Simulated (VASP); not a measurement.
Sc: single point with PBE

Crystal: Sc.

```
Sc
1.0
     0.00000    2.24968    2.24968
     2.24968    0.00000    2.24968
     2.24968    2.24968    0.00000
Sc
1
Direct
  0.00000 0.00000 0.00000
```

This isn't the form of Sc at room conditions, which is hcp.

| Property | Result |
| --- | --- |
| Program | VASP 6.6.1 |
| Task | single point |
| Functional | PBE |
| Potentials or basis | VASP PAW PBE potentials, release 64 (Sc_sv) |
| Cutoff | 500 eV |
| k mesh | 13 × 13 × 13 |
| Occupations | fermi-dirac, width 0.1 eV |
| Spin | no spin polarisation |
| Dipole correction | no |
| Further INCAR settings | ALGO = Normal; EDIFF = 1e-06; NBANDS = 12 |

```json
{
  "Pressure": "4.9 GPa",
  "Band gap on the k mesh": "zero (an odd number of electrons rules out a gap without spin polarisation)"
}
```

Levels at points of the mesh, in eV from the Fermi level:
```csv
k point,band 2,band 3,band 4,band 5,band 6,band 7,band 8,band 9
"(0.00, 0.00, 0.00)",-27.60,-27.60,-27.60,-5.34,1.68,1.68,1.68,3.22
```

It took 24 s on 1 thread of Intel Xeon 8259CL, with other jobs on the host, peak memory 0.15 GiB.

Caveat: the cell stands under pressure.
